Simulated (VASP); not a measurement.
Wanted: the native input for a VASP 6.6.1 run.

```
Task                   : single point
Functional             : LDA
Potentials or basis    : VASP PAW LDA potentials, release 64 (Cd, S)
Cutoff                 : 500 eV
k mesh                 : 6 × 6 × 6
Occupations            : gaussian, width 0.01 eV
Spin                   : no spin polarisation
Dipole correction      : no
Further INCAR settings : ALGO = Normal; EDIFF = 1e-06; NBANDS = 16
```

The structure of CdS (Hawleyite) lies in POSCAR:

```
CdS
1.0
    0.0000000000      2.9165000000      2.9165000000
    2.9165000000      0.0000000000      2.9165000000
    2.9165000000      2.9165000000      0.0000000000
Cd S
1 1
Direct
    0.0000000000      0.0000000000      0.0000000000
    0.2500000000      0.2500000000      0.2500000000
```

One way to write it, as run:

INCAR

```
SYSTEM = CdS
PREC = Accurate
ENCUT = 500
EDIFF = 1E-6
ISMEAR = 0
SIGMA = 0.01
LREAL = .False.
LASPH = .True.
NELM = 120
ALGO = Normal
ISIF = 2
LWAVE = .False.
LCHARG = .False.
NBANDS = 16
GGA_COMPAT = .False.
```

KPOINTS

```
Automatic mesh
0
Gamma
  6 6 6
  0 0 0
```

Potentials or basis: VASP PAW LDA potentials, release 64 (Cd, S).

Command:

```console
$ cat potpaw_LDA.64/Cd/POTCAR potpaw_LDA.64/S/POTCAR > POTCAR
$ mpirun -np 1 vasp_std > vasp.out
```

Results of the run:

```
Pressure               : -2.0 GPa
Band gap on the k mesh : 0.89 eV, direct
```

It took 24 s on 1 thread of Intel Xeon 8259CL (shared host), peak memory 0.15 GiB.
